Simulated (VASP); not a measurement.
Input of a VASP 6.6.1 run:

The input INCAR:

```
SYSTEM = Ca
ALGO = Normal
EDIFF = 1E-6
ENCUT = 520
GGA = PE
ISIF = 2
ISMEAR = 0
LASPH = .True.
LCHARG = .False.
LREAL = .False.
LWAVE = .False.
NBANDS = 11
NELM = 80
PREC = Accurate
SIGMA = 0.15
```

KPOINTS

```
k-points
0
Gamma
  14 14 14
  0 0 0
```

POSCAR

```
Ca
1.0
    0.0000000000      2.7103740000      2.8780260000
    2.7103740000      0.0000000000      2.8780260000
    2.7103740000      2.7103740000      0.0000000000
Ca
1
Direct
    0.0000000000      0.0000000000      0.0000000000
```

Potentials or basis: VASP PAW PBE potentials, release 64 (Ca_sv).

Command:

```console
$ cat potpaw_PBE.64/Ca_sv/POTCAR > POTCAR
$ mpirun -np 1 vasp_std > vasp.out
```

**Question.** What does it give for the pressure?

**Answer.** 0.0 GPa.

**Question.** Predict the band gap on the k mesh.

**Answer.** Zero (band 5 reaches 2.14 eV, above the bottom of band 6 at 1.79 eV).

Stress tensor (GPa, compression positive):
```
 0.16  0.00  0.00
 0.00  0.16  0.00
 0.00  0.00 -0.46
```

Caveat: the cell differs from its parent crystal (strain -0.030 along x and y, +0.030 along z).
